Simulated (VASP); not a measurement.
# Pd (I4/mmm) in VASP: single point with LDA

Aim: the single point of Pd with LDA.

Program: VASP 6.6.1. These are calculated values, not measurements. Logs are shortened: lines on timing, memory, paths and dates and some standing lists are left out, and cuts for length are marked.

**1. The cell of the first run**

The structure is tetragonal, space group I4/mmm (No. 139). Conventional cell: a = 4.105 Å, b = 4.105 Å, c = 8.005 Å, α = 90.00°, β = 90.00°, γ = 90.00°. Within 5.4 Å of Pd (site symmetry 4/mmm) lie 12 Pd at 4.11 to 4.94 Å.

**2. Single point, LDA**

The input, INCAR:

```
PREC = Accurate
ENCUT = 500
EDIFF = 1E-6
ISMEAR = -1
SIGMA = 0.1
LREAL = F
LASPH = T
NELM = 120
ALGO = Normal
ISIF = 2
LWAVE = F
LCHARG = F
GGA = CA
NBANDS = 11
GGA_COMPAT = F
```

The input, KPOINTS:

```
regular mesh
0
Gamma
  8 8 8
```

The input, POSCAR:

```
Pd
1.0
   -2.0525980000      2.0525980000      4.0026500000
    2.0525980000     -2.0525980000      4.0026500000
    2.0525980000      2.0525980000     -4.0026500000
Pd
1
Direct
    0.0000000000      0.0000000000      0.0000000000
```

Potentials or basis: VASP PAW LDA potentials, release 64 (Pd).

Run with:

```
$ cat potpaw_LDA.64/Pd/POTCAR > POTCAR
$ mpirun -np 1 vasp_std > vasp.out
```

OUTCAR:

```text
PREC = Accurate
   ENCUT = 500
   EDIFF = 1E-6
   ISMEAR = -1
   LREAL = F
   LASPH = T
   NELM = 120
   ISIF = 2
   GGA = CA

 ion  position               nearest neighbor table
   1  0.000  0.000  0.000-

  LATTYP: Found a body centered tetragonal cell.
 ALAT       =     4.1051960000
 C/A-ratio  =     1.9500408750

  Lattice vectors:

 A1 = (  -2.0525980000,   2.0525980000,   4.0026500000)
 A2 = (   2.0525980000,  -2.0525980000,   4.0026500000)
 A3 = (   2.0525980000,   2.0525980000,  -4.0026500000)

Analysis of symmetry for initial positions (statically):
=====================================================================
 Subroutine PRICEL returns:
 Original cell was already a primitive cell.

 Routine SETGRP: Setting up the symmetry group for a
 body centered tetragonal supercell.

 Subroutine GETGRP returns: Found 16 space group operations
 (whereof 16 operations were pure point group operations)
 out of a pool of 16 trial point group operations.

The static configuration has the point symmetry D_4h.

Analysis of symmetry for dynamics (positions and initial velocities):
=====================================================================
 Subroutine PRICEL returns:
 Original cell was already a primitive cell.

 Routine SETGRP: Setting up the symmetry group for a
 body centered tetragonal supercell.

 Subroutine GETGRP returns: Found 16 space group operations
 (whereof 16 operations were pure point group operations)
 out of a pool of 16 trial point group operations.

The dynamic configuration has the point symmetry D_4h.

 Subroutine INISYM returns: Found 16 space group operations
 (whereof 16 operations are pure point group operations),
 and found     1 'primitive' translations

----------------------------------------------------------------------------------------

                                     Primitive cell

  volume of cell :      67.4552

  direct lattice vectors                    reciprocal lattice vectors
    -2.052598000  2.052598000  4.002650000     0.000000000  0.243593729  0.124917242
     2.052598000 -2.052598000  4.002650000     0.243593729  0.000000000  0.124917242
     2.052598000  2.052598000 -4.002650000     0.243593729  0.243593729  0.000000000

  length of vectors
[... 82 lines left out ...]
   EDIFFG = 0.1E-04   stopping-criterion for IOM
   NSW    =      0    number of steps for IOM
   IBRION =     -1    ionic relax: 0-MD 1-quasi-New 2-CG
   NFREE  =      0    steps in history (QN), initial steepest desc. (CG)
   ISIF   =      2    stress and relaxation
   ISYM   =      2    0-nonsym 1-usesym 2-fastsym
   POTIM  = 0.5000    time-step for ionic-motion
   TEBEG  =    0.0;   TEEND  =   0.0 temperature during run
   PSTRESS=    0.0 pullay stress
   NELECT =      10.0000    total number of electrons
   NUPDOWN=      -1.0000    fix difference up-down
   EMIN   =  10.00;   EMAX   =-10.00  energy-range for DOS
   EFERMI =   0.00;   METHOD = LEGACY
   ISMEAR =    -1;   SIGMA  =   0.10  broadening in eV -4-tet -1-fermi 0-gaus
   EFERMI_NEDOS =   21; number of points for ismear=-14 and -15
   IALGO  =     38    algorithm
   IMIX   =      4    mixing-type and parameters
     AMIX     =   0.40;   BMIX     =  1.00
     AMIX_MAG =   1.60;   BMIX_MAG =  1.00
  volume/ion in A,a.u.               =      67.46       455.21
  Fermi-wavevector in a.u.,A,eV,Ry     =   0.866436  1.637326 10.214042  0.750711
  Thomas-Fermi vector in A             =   1.984824
   LORBIT       =      0    0 simple, 1 ext, 2 COOP (PROOUT), +10 PAW based schemes
   GGA     = CA    functional components
   LHFCALC =     F    Hartree Fock is set to
   AEXX    =    0.0000 exact exchange contribution
   IVDW    =     0    specifies the selected vdW correction
   LEPSILON=     F    determine dielectric tensor
   LRPA    =     F    only Hartree local field effects (RPA)
 non-spin polarized calculation
  energy-cutoff  :      500.00
  volume of cell :       67.46
 maximum number of plane-waves:      1741
   NGX = 19   NGY = 19   NGZ = 19

 number of electron      10.0000002 magnetization

 Free energy of the ion-electron system (eV)
  ---------------------------------------------------
  ext. energy  EPLUGINS =         0.00000000
  ---------------------------------------------------
  free energy    TOTEN  =        -2.12911946 eV

  energy without entropy =       -1.99681032  energy(sigma->0) =       -2.06296489

 E-fermi :  -2.0061     XC(G=0):  -6.1871

 val. band max:       -2.0486745477   @ k =  -0.2500  -0.2500   0.1250
 cond. band min:      -1.9434221933   @ k =   0.2500   0.1250   0.0000
 fundamental gap:      0.1052523544
 Fermi energy:        -2.0060616616

 k-point     1 :       0.0000    0.0000    0.0000
  band No.  band energies     occupation
      1      -3.1138      1.99997
      2      -2.6697      1.99738
      3      -2.4890      1.98415
      4      -2.3459      1.93533
      5      -2.3459      1.93533
      6      -2.2374      1.81999
      7       5.9555      0.00000
      8       7.4599      0.00000
      9       7.4599      0.00000
     10       8.4105      0.00000
     11       9.6126      0.00000
[... 309 lines left out ...]
 k-point    24 :       0.3750    0.1250    0.1250
  band No.  band energies     occupation
      1      -2.5290      1.98935
      2      -2.4994      1.98570
      3      -2.4027      1.96282
      4      -2.3771      1.95223
      5      -2.2441      1.83062
      6      -0.0830      0.00000
      7       1.2737      0.00000
      8       4.7783      0.00000
      9       4.9217      0.00000
     10       7.1103      0.00000
     11       7.2053      0.00000

 [... further k-points ...]

------------------------ aborting loop because EDIFF is reached ----------------------------------------

  FORCE on cell =-STRESS in cart. coord.  units (eV):
  Direction    XX          YY          ZZ          XY          YZ          ZX
  --------------------------------------------------------------------------------------
  -------------------------------------------------------------------------------------
  Total       -1.6400379     -1.6400379     -1.0314656      0.0000000      0.0000000      0.0000000
  in kB      -38.9537302    -38.9537302    -24.4990884      0.0000000      0.0000000      0.0000000
  external PRESSURE =     -34.1355162 kB  Pullay stress =       0.0000000 kB

 VOLUME and BASIS-vectors are now :
 -----------------------------------------------------------------------------
  energy-cutoff  :      500.00
  volume of cell :       67.46
      direct lattice vectors                 reciprocal lattice vectors
    -2.052598000  2.052598000  4.002650000     0.000000000  0.243593729  0.124917242
     2.052598000 -2.052598000  4.002650000     0.243593729  0.000000000  0.124917242
     2.052598000  2.052598000 -4.002650000     0.243593729  0.243593729  0.000000000

 POSITION                                       TOTAL-FORCE (eV/Angst)
 -----------------------------------------------------------------------------------
      0.00000      0.00000      0.00000         0.000000      0.000000      0.000000
 -----------------------------------------------------------------------------------
    total drift:                               -0.000000      0.000000      0.000000

  FREE ENERGIE OF THE ION-ELECTRON SYSTEM (eV)
  ---------------------------------------------------
  free  energy   TOTEN  =        -2.1291194611 eV

  energy  without entropy=       -1.9968103233  energy(sigma->0) =       -2.06296489
```

OSZICAR:

```text
N       E                     dE             d eps       ncg     rms          rms(c)
DAV:   1     0.413168497523E+02    0.41317E+02   -0.36108E+03  1298   0.666E+02
DAV:   2    -0.939719573709E+00   -0.42257E+02   -0.38947E+02  1451   0.125E+02
DAV:   3    -0.239348240438E+01   -0.14538E+01   -0.14078E+01  1492   0.254E+01
DAV:   4    -0.240262857803E+01   -0.91462E-02   -0.91449E-02  1453   0.220E+00
DAV:   5    -0.240282409642E+01   -0.19552E-03   -0.19552E-03  1480   0.338E-01    0.360E+00
DAV:   6    -0.223299409729E+01    0.16983E+00   -0.38516E+00  1370   0.108E+01    0.298E+00
DAV:   7    -0.213210706604E+01    0.10089E+00   -0.68480E-01  1352   0.494E+00    0.943E-01
DAV:   8    -0.213031345422E+01    0.17936E-02   -0.26171E-02  1379   0.786E-01    0.253E-01
DAV:   9    -0.212911302990E+01    0.12004E-02   -0.62807E-03  1391   0.462E-01    0.168E-02
DAV:  10    -0.212911802936E+01   -0.49995E-05   -0.16758E-05  1459   0.292E-02    0.620E-03
DAV:  11    -0.212911947786E+01   -0.14485E-05   -0.13938E-06  1430   0.779E-03    0.299E-03
DAV:  12    -0.212911946113E+01    0.16735E-07   -0.54623E-08   700   0.203E-03
   1 F= -.21291195E+01 E0= -.20629649E+01  d E =-.132309E+00
```

stdout:

```text
POSCAR found type information on POSCAR Pd
 POSCAR found :  1 types and       1 ions
 scaLAPACK will be used
 LDA part: xc-table for (Slater(with rela. corr.)+CA(PZ))
 , standard interpolation
 POSCAR, INCAR and KPOINTS ok, starting setup
 FFT: planning ... GRIDC
 FFT: planning ... GRID_SOFT
 FFT: planning ... GRID
 WAVECAR not read
 entering main loop
```

Wall time 16 s (1 thread of Intel Xeon Platinum 8559C (Emerald Rapids), shared host); peak memory 0.18 GiB.

What came out:

- Free energy: -2.1291 eV
- Pressure: -3.4 GPa
- Band gap on the k mesh: zero (bands 5 and 6 overlap by 0.18 eV)

Caveat: the cell stands under tension.
